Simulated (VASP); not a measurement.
Here is a VASP 6.6.1 calculation.

File POSCAR:

```
AgCl
1.0
    0.0000000000      2.7731500000      2.9950020000
    2.7731500000      0.0000000000      2.9950020000
    2.7731500000      2.7731500000      0.0000000000
Ag Cl
1 1
Direct
    0.5000000000      0.5000000000      0.5000000000
    0.0000000000      0.0000000000      0.0000000000
```

Contents of INCAR.step1:

```
PREC = Accurate
ENCUT = 550
ISMEAR = 0
SIGMA = 0.05
LREAL = False
LASPH = True
NELM = 120
NBANDS = 16
GGA = PE
ALGO = Normal
EDIFF = 1E-5
LWAVE = True
LCHARG = False
GGA_COMPAT = False
```

The input INCAR.step2:

```
PREC = Accurate
ENCUT = 550
EDIFF = 1E-6
ISMEAR = 0
SIGMA = 0.05
LREAL = False
LASPH = True
NELM = 120
ALGO = Normal
ISIF = 2
LWAVE = False
LCHARG = False
METAGGA = R2SCAN
LMIXTAU = True
NBANDS = 16
ISTART = 1
GGA_COMPAT = False
```

File KPOINTS:

```
Automatic mesh
0
Gamma
  8 8 8
```

Potentials or basis: VASP PAW PBE potentials, release 64 (Ag, Cl).

Run with:

```console
$ cat potpaw_PBE.64/Ag/POTCAR potpaw_PBE.64/Cl/POTCAR > POTCAR
$ cp INCAR.step1 INCAR
$ mpirun -np 1 vasp_std > vasp.out
$ cp INCAR.step2 INCAR
$ mpirun -np 1 vasp_std > vasp.out
```

(1) What does it give for the pressure?

(2) What does it give for the band gap on the k mesh?

## Answers

(1) -2.9 GPa.

(2) 1.23 eV (least direct gap 3.47 eV).

Caveat: the cell differs from its parent crystal (strain +0.000 along x and y, +0.080 along z); the PAW data sets were made with another functional, which shifts forces and pressure a little.
